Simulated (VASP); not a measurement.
A run of VASP 6.6.1:

The input INCAR:

```
ALGO = Normal ; EDIFF = 1E-7
ENCUT = 520 ; GGA = PE
ISIF = 2 ; ISMEAR = 0
LASPH = True ; LCHARG = False
LREAL = False ; LWAVE = False
NBANDS = 16 ; NELM = 60
PREC = Accurate ; SIGMA = 0.05
```

File KPOINTS:

```
k-points
0
Gamma
  8 8 6
```

The input POSCAR:

```
AlN
1.0
    0.0000000000     -2.0353166207     -2.0353166207
    0.0000000000      2.0353166207     -2.0353166207
    4.0706332413      0.0000000000      0.0000000000
Al N
2 2
Direct
    0.5057976238      0.4942023762      0.0000000000
   -0.0057976238      0.0057976238      0.5000000000
    0.4978966712      0.5021033288      0.5000000000
    0.0021033288      0.9978966712      0.0000000000
```

Potentials or basis: VASP PAW PBE potentials, release 64 (Al, N).

Command:

```sh
$ cat potpaw_PBE.64/Al/POTCAR potpaw_PBE.64/N/POTCAR > POTCAR
$ mpirun -np 1 vasp_std > vasp.out
```

Hardware: 1 thread of Intel(R) Xeon(R) Platinum 8259CL CPU @ 2.50GHz (Skylake/Cascade Lake) (shared host).

Problem. Estimate the wall time of this run.

Solution. Wall time 42 s on 1 thread of Intel(R) Xeon(R) Platinum 8259CL CPU @ 2.50GHz (Skylake/Cascade Lake), on a shared host, peak memory 0.16 GiB. Counts: scf iterations 14, k points 84.
